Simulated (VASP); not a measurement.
# Re (P6_3/mmc) in VASP: a series of runs, part 2 of 2

VASP 6.6.1. Earlier steps stand in the parts before.

### 4 Relaxation of cell and atoms, RPBE

This run uses another cell than the first one, of 14.71 Å³/atom.

The input, INCAR:

```
SYSTEM = Re
PREC = Accurate ; ENCUT = 600
EDIFF = 1E-6 ; ISMEAR = -1
SIGMA = 0.05 ; LREAL = .FALSE.
LASPH = .TRUE. ; NELM = 80
ALGO = Normal ; ISIF = 3
LWAVE = .FALSE. ; LCHARG = .FALSE.
GGA = RP ; IBRION = 2
NSW = 80 ; EDIFFG = -0.02
```

The input, KPOINTS:

```
regular mesh
0
G
  11 11 6
  0 0 0
```

The input, POSCAR:

```
Re
1.0
    2.7608000000      0.0000000000      0.0000000000
   -1.3804000000      2.3909229348      0.0000000000
    0.0000000000      0.0000000000      4.4582000000
Re
2
Direct
    0.6666666667      0.3333333333      0.7500000000
    0.3333333333      0.6666666667      0.2500000000
```

Potentials or basis: VASP PAW PBE potentials, release 64 (Re).

Command:

```
$ cat potpaw_PBE.64/Re/POTCAR > POTCAR
$ mpirun -np 1 vasp_std > vasp.out
```

OUTCAR:

```text
SYSTEM = Re
   PREC = Accurate
   ENCUT = 600
   EDIFF = 1E-6
   ISMEAR = -1
   LREAL = .FALSE.
   LASPH = .TRUE.
   NELM = 80
   ISIF = 3
   GGA = RP
   IBRION = 2
   NSW = 80
   EDIFFG = -0.02

 ion  position               nearest neighbor table
   1  0.667  0.333  0.750-   2 2.74   2 2.74   2 2.74   2 2.74   2 2.74   2 2.74
   2  0.333  0.667  0.250-   1 2.74   1 2.74   1 2.74   1 2.74   1 2.74   1 2.74

  LATTYP: Found a hexagonal cell.
 ALAT       =     2.7608000000
 C/A-ratio  =     1.6148217908

  Lattice vectors:

 A1 = (   2.7608000000,   0.0000000000,   0.0000000000)
 A2 = (  -1.3804000000,   2.3909229348,   0.0000000000)
 A3 = (   0.0000000000,   0.0000000000,   4.4582000000)

Analysis of symmetry for initial positions (statically):
=====================================================================
 Subroutine PRICEL returns:
 Original cell was already a primitive cell.

 Routine SETGRP: Setting up the symmetry group for a
 hexagonal supercell.

 Subroutine GETGRP returns: Found 24 space group operations
 (whereof 12 operations were pure point group operations)
 out of a pool of 24 trial point group operations.

The static configuration has the point symmetry D_3d.
 The point group associated with its full space group is D_6h.

Analysis of symmetry for dynamics (positions and initial velocities):
=====================================================================
 Subroutine PRICEL returns:
 Original cell was already a primitive cell.

 Routine SETGRP: Setting up the symmetry group for a
 hexagonal supercell.

 Subroutine GETGRP returns: Found 24 space group operations
 (whereof 12 operations were pure point group operations)
 out of a pool of 24 trial point group operations.

The dynamic configuration has the point symmetry D_3d.
 The point group associated with its full space group is D_6h.

 Subroutine INISYM returns: Found 24 space group operations
 (whereof 12 operations are pure point group operations),
 and found     1 'primitive' translations

----------------------------------------------------------------------------------------

                                     Primitive cell

  volume of cell :      29.4280

  direct lattice vectors                    reciprocal lattice vectors
     2.760800000  0.000000000  0.000000000     0.362213851  0.209124264  0.000000000
    -1.380400000  2.390922935  0.000000000     0.000000000  0.418248529  0.000000000
     0.000000000  0.000000000  4.458200000     0.000000000  0.000000000  0.224305774

  length of vectors
     2.760800000  2.760800000  4.458200000     0.418248529  0.418248529  0.224305774

  position of ions in fractional coordinates (direct lattice)
     0.666666667  0.333333333  0.750000000
     0.333333333  0.666666667  0.250000000

  ion indices of the primitive-cell ions
   primitive index   ion index
                 1           1
                 2           2

----------------------------------------------------------------------------------------

 KPOINTS: regular mesh

Automatic generation of k-mesh.
 Grid dimensions read from file:
 generate k-points for:   11   11    6

 Generating k-lattice:

  Cartesian coordinates                     Fractional coordinates (reciprocal lattice)
[... 52 lines left out ...]
   ISTART =      0    job   : 0-new  1-cont  2-samecut
   ICHARG =      2    charge: 1-file 2-atom 10-const
   ISPIN  =      1    spin polarized calculation?
   LNONCOLLINEAR =      F non collinear calculations
   LSORBIT =      F    spin-orbit coupling
   LASPH  =      T    aspherical Exc in radial PAW
   ENCUT  =  600.0 eV  44.10 Ry    6.64 a.u.   5.51  5.51  8.90*2*pi/ulx,y,z
   NELM   =     80;   NELMIN=  2; NELMDL= -5     # of ELM steps
   EDIFF  = 0.1E-05   stopping-criterion for ELM
   LREAL  =      F    real-space projection
   EDIFFG = -.2E-01   stopping-criterion for IOM
   NSW    =     80    number of steps for IOM
   IBRION =      2    ionic relax: 0-MD 1-quasi-New 2-CG
   NFREE  =      1    steps in history (QN), initial steepest desc. (CG)
   ISIF   =      3    stress and relaxation
   ISYM   =      2    0-nonsym 1-usesym 2-fastsym
   POTIM  = 0.5000    time-step for ionic-motion
   TEBEG  =    0.0;   TEEND  =   0.0 temperature during run
   PSTRESS=    0.0 pullay stress
   NELECT =      14.0000    total number of electrons
   NUPDOWN=      -1.0000    fix difference up-down
   EMIN   =  10.00;   EMAX   =-10.00  energy-range for DOS
   EFERMI =   0.00;   METHOD = LEGACY
   ISMEAR =    -1;   SIGMA  =   0.05  broadening in eV -4-tet -1-fermi 0-gaus
   EFERMI_NEDOS =   21; number of points for ismear=-14 and -15
   IALGO  =     38    algorithm
   IMIX   =      4    mixing-type and parameters
     AMIX     =   0.40;   BMIX     =  1.00
     AMIX_MAG =   1.60;   BMIX_MAG =  1.00
  volume/ion in A,a.u.               =      14.71        99.29
  Fermi-wavevector in a.u.,A,eV,Ry     =   1.278000  2.415070 22.222174  1.633284
  Thomas-Fermi vector in A             =   2.410568
   LORBIT       =      0    0 simple, 1 ext, 2 COOP (PROOUT), +10 PAW based schemes
   GGA     = RP    functional components
   LHFCALC =     F    Hartree Fock is set to
   AEXX    =    0.0000 exact exchange contribution
   IVDW    =     0    specifies the selected vdW correction
   LEPSILON=     F    determine dielectric tensor
   LRPA    =     F    only Hartree local field effects (RPA)
 conjugate gradient relaxation of ions
 non-spin polarized calculation
  energy-cutoff  :      600.00
  volume of cell :       29.43
 maximum number of plane-waves:      1014
 NGX is ok and might be reduce to    24
   NGX = 11   NGY = 11   NGZ = 17

--------------------------------------- Ionic step        1  -------------------------------------------

 number of electron      14.0000000 magnetization

 Free energy of the ion-electron system (eV)
  ---------------------------------------------------
  ext. energy  EPLUGINS =         0.00000000
  ---------------------------------------------------
  free energy    TOTEN  =       -23.62108290 eV

  energy without entropy =      -23.60703468  energy(sigma->0) =      -23.61405879

------------------------ aborting loop because EDIFF is reached ----------------------------------------

  FORCE on cell =-STRESS in cart. coord.  units (eV):
  Direction    XX          YY          ZZ          XY          YZ          ZX
  --------------------------------------------------------------------------------------
  -------------------------------------------------------------------------------------
  Total        1.7200062      1.7200062      1.7840795      0.0000000      0.0000000      0.0000000
  in kB       93.6441221     93.6441221     97.1325310      0.0000000      0.0000000      0.0000000
  external PRESSURE =      94.8069251 kB  Pullay stress =       0.0000000 kB
[... 95 lines left out ...]
--------------------------------------- Ionic step        4  -------------------------------------------

 number of electron      14.0000000 magnetization

 Free energy of the ion-electron system (eV)
  ---------------------------------------------------
  ext. energy  EPLUGINS =         0.00000000
  ---------------------------------------------------
  free energy    TOTEN  =       -23.64243323 eV

  energy without entropy =      -23.62736766  energy(sigma->0) =      -23.63490044

 E-fermi :   7.6637     XC(G=0): -13.5658

 val. band max:        7.6599514572   @ k =   0.1818  -0.0000   0.1667
 cond. band min:       7.7033590305   @ k =   0.3636   0.1818   0.3333
 fundamental gap:      0.0434075733
 Fermi energy:         7.6636817572

 k-point     1 :       0.0000    0.0000    0.0000
  band No.  band energies     occupation
      1      -2.0290      2.00000
      2       1.2222      2.00000
      3       6.1416      2.00000
      4       6.1488      2.00000
      5       6.1488      2.00000
      6       6.9507      2.00000
      7       6.9507      2.00000
      8       7.8493      0.04771
      9       7.8493      0.04771
     10       8.2059      0.00004
     11      10.9068      0.00000
[... 309 lines left out ...]
 k-point    24 :       0.1818    0.0909    0.1667
  band No.  band energies     occupation
      1       0.2354      2.00000
      2       2.8809      2.00000
      3       4.2033      2.00000
      4       4.5562      2.00000
      5       5.7924      2.00000
      6       6.4491      2.00000
      7       7.0341      1.99999
      8       7.9554      0.00584
      9       8.6416      0.00000
     10       9.0147      0.00000
     11      11.2809      0.00000

 [... further k-points ...]

------------------------ aborting loop because EDIFF is reached ----------------------------------------

  FORCE on cell =-STRESS in cart. coord.  units (eV):
  Direction    XX          YY          ZZ          XY          YZ          ZX
  --------------------------------------------------------------------------------------
  -------------------------------------------------------------------------------------
  Total       -0.0167991     -0.0167991      0.0188378      0.0000000      0.0000000     -0.0000000
  in kB       -0.8920891     -0.8920891      1.0003525      0.0000000      0.0000000     -0.0000000
  external PRESSURE =      -0.2612752 kB  Pullay stress =       0.0000000 kB
[... 17 lines left out ...]
  FREE ENERGIE OF THE ION-ELECTRON SYSTEM (eV)
  ---------------------------------------------------
  free  energy   TOTEN  =       -23.6424332295 eV

  energy  without entropy=      -23.6273676601  energy(sigma->0) =      -23.63490044

 reached required accuracy - stopping structural energy minimisation
```

CONTCAR:

```text
Re
   1.00000000000000
     2.7835571038394700    0.0000000000000000    0.0000000000000000
    -1.3917785519197350    2.4106311648423304   -0.0000000000000000
     0.0000000000000000    0.0000000000000000    4.4963176199152786
  Re
     2
Direct
     0.6666666667000030    0.3333333332999970    0.7500000000000000
     0.3333333332999970    0.6666666667000030    0.2500000000000000

  0.00000000E+00  0.00000000E+00  0.00000000E+00
  0.00000000E+00  0.00000000E+00  0.00000000E+00
```

Wall time 80 s (1 thread of Intel Xeon 8259CL, shared host); peak memory 0.18 GiB.

What came out:

| Quantity | Value |
| --- | --- |
| Free energy | -23.6424 eV |
| Relaxed volume | 15.09 Å³/atom |
| Relaxed cell | a = 2.784 Å, b = 2.784 Å, c = 4.496 Å, α = 90.00°, β = 90.00°, γ = 120.00° |
| Space group after relaxing (to 0.1 Å) | P6_3/mmc (No. 194) |
| Energy gained by relaxing | 10.7 meV/atom |
| Ionic steps | 4 |
| Pressure after relaxing | 0.0 GPa |
| Band gap on the k mesh | zero (bands 7 and 8 overlap by 2.90 eV) |

Step by step:
| step | energy change (eV) | largest force (eV/Å) | pressure (GPa) | volume (Å³) |
| --- | --- | --- | --- | --- |
| 1 | 0.0000 | 0.0000 | 9.48 | 29.43 |
| 2 | 0.2816 | 0.0000 | -28.30 | 33.29 |
| 3 | -0.0213 | 0.0000 | -0.40 | 30.20 |
| 4 | -0.0214 | 0.0000 | -0.03 | 30.17 |

Final structure:
```
CELL_PARAMETERS angstrom
2.78356 0.00000 0.00000
-1.39178 2.41063 0.00000
0.00000 0.00000 4.49632
ATOMIC_POSITIONS crystal
Re 0.66667 0.33333 0.75000
Re 0.33333 0.66667 0.25000
```

Caveat: the PAW data sets were made with another functional, which shifts forces and pressure a little; spin-orbit coupling is left out, which moves the levels of the heavy elements. Zero-point motion and thermal expansion aren't in these numbers.

### 5 Summary

```tsv
task	level	cell	cutoff (eV)	gap on the mesh (eV)	pressure (GPa)
single point	PBEsol	a = 2.750, b = 2.750, c = 4.443 Å, angles 90.0, 90.0, 120.0°, 2 atoms	520	none	-0.1
single point	RPBE	a = 2.784, b = 2.784, c = 4.503 Å, angles 90.0, 90.0, 120.0°, 2 atoms	520	none	-0.8
relaxation of cell and atoms	RPBE	relaxed from a = 2.761, b = 2.761, c = 4.458 Å, angles 90.0, 90.0, 120.0°, 2 atoms	600	none	0.0
```

Alike in all rows: potentials or basis VASP PAW PBE potentials, release 64 (Re); no spin polarisation; k mesh 11 × 11 × 6; smearing fermi-dirac 0.05 eV.

Caveats: the PAW data sets were made with another functional, which shifts forces and pressure a little; spin-orbit coupling is left out, which moves the levels of the heavy elements.

Total energies depend on the potentials used, so only differences within one code and one set of settings carry meaning.
